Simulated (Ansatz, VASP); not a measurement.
W in VASP and in Ansatz

```xyz
3
Lattice="4.4321 0.0000 0.0000 -2.2161 3.8383 0.0000 0.0000 0.0000 2.7732" Properties=species:S:1:pos:R:3 pbc="T T T"
W     1.4774    0.0000    0.9244
W    -0.7387    1.2794    1.8488
W     1.4774    2.5589    0.0000
```

Alike in both runs: functional PBEsol; k mesh 6 × 6 × 4; occupations gaussian, width 0.1 eV; no spin polarisation.

Ansatz relaxed the structure, and its values are those at the end. VASP's run is a single point on that final structure, the one shown.

|  | VASP | Ansatz |
| --- | --- | --- |
| version | VASP 6.6.1 | Ansatz 0.2.0 |
| potentials or method | VASP PAW PBE potentials, release 64 (W_sv), cutoff 520 eV | scalar-relativistic, plane waves, PAW |
| valence electrons in the cell | 42 | 42 |

Ansatz gave:

* gap on the k mesh at the Fermi level (eV): none
* pressure (GPa): 0.0

Problem. Estimate VASP's values.

Solution. gap on the k mesh at the Fermi level (eV): none; pressure (GPa): 0.7.

VASP's potentials were made for PBE, not for PBEsol. A gap of «none» marks a metal or a gap that the smearing closes.

The k mesh is coarse, so the values compare programs but aren't converged. Neither program's run includes spin-orbit coupling.
